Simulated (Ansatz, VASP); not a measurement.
# One calculation of Al2Cu, two programs

INCAR

```
ALGO = Normal
EDIFF = 1E-6
ENCUT = 520
GGA = PS
ISIF = 2
ISMEAR = 0
LASPH = T
LCHARG = F
LREAL = F
LWAVE = F
NBANDS = 16
NELM = 60
PREC = Accurate
SIGMA = 0.1
```

Contents of KPOINTS:

```
k-points
0
Gamma
  1 1 1
```

POSCAR

```
Al2Cu
1.0
    4.1051820000      0.0000000000      0.0000000000
    0.0000000000      4.1051820000      0.0000000000
    0.0000000000      0.0000000000      2.8913130000
Al Cu
2 1
Direct
    0.5000000000      0.0000000000      0.5000000000
    0.0000000000      0.5000000000      0.5000000000
    0.0000000000      0.0000000000      0.0000000000
```

Input for Ansatz:

```yaml
crystal:
  lattice:
    - [4.105182, 0.0, 0.0]
    - [0.0, 4.105182, 0.0]
    - [0.0, 0.0, 2.891313]
  atoms:
    - { symbol: Al, position: [0.5, 0.0, 0.5] }
    - { symbol: Al, position: [0.0, 0.5, 0.5] }
    - { symbol: Cu, position: [0.0, 0.0, 0.0] }
basis:
  ecutwfc: 420
kpoints:
  mp_grid: { grid: [1, 1, 1] }
hamiltonian:
  xc: pbesol
scf:
  occupations: { method: gaussian, width: 0.1 }
output:
  forces: true
  stress: true
  eigenvalues: true
```

Alike in both runs: task single point; functional PBEsol; k mesh 1 × 1 × 1; occupations gaussian, width 0.1 eV; no spin polarisation.

|  | VASP | Ansatz |
| --- | --- | --- |
| version | VASP 6.6.1 | Ansatz 0.2.0 |
| potentials or method | VASP PAW PBE potentials, release 64 (Al, Cu), cutoff 520 eV | scalar-relativistic, plane waves, PAW |
| valence electrons in the cell | 17 | 25 |

|  | VASP | Ansatz | Ansatz less VASP |
| --- | --- | --- | --- |
| pressure (GPa) | -1.3 | -1.4 | -0.04 |
| traceless stress, the component that is largest in VASP (GPa) | -94.40 | -94.29 | +0.113 |

VASP's potentials were made for PBE, not for PBEsol. VASP's potentials hold 17 valence electrons a cell and Ansatz's 25, so a difference there can come from the potentials and not from the codes.

The k mesh is coarse, so the values compare programs but aren't converged.
